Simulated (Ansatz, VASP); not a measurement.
One calculation of TiN, two programs

```
Ti N
1.0
     0.00000    1.93635    1.93635
     1.93635    0.00000    1.93635
     1.93635    1.93635    0.00000
Ti N
1 1
Direct
  0.00000 0.00000 0.00000
  0.50000 0.50000 0.50000
```

Change from the starting cell: volume scaled by 0.8, crystal datasets.

Alike in both runs: task single point; functional LDA; k mesh 17 × 17 × 17; occupations fermi-dirac, width 0.08 eV; no spin polarisation.

|  | VASP | Ansatz |
| --- | --- | --- |
| version | VASP 6.6.1 | Ansatz 0.2.0 |
| potentials or method | VASP PAW LDA potentials, release 64 (Ti_sv, N), cutoff 520 eV | all-electron PAW with datasets made for the crystal, scalar-relativistic |

|  | VASP | Ansatz | Ansatz less VASP |
| --- | --- | --- | --- |
| pressure (GPa) | 115.4 | 114.1 | -1.24 |

LDA's correlation is that of Perdew and Zunger in VASP and of Perdew and Wang (1992) in Ansatz. Both programs put the cell under a high pressure, so it lies far from rest at this level. Ansatz ran all-electron here, and VASP with PAW potentials. Ansatz's warnings: printed levels off.

Noted on VASP's run: the cell as given lies far from equilibrium.
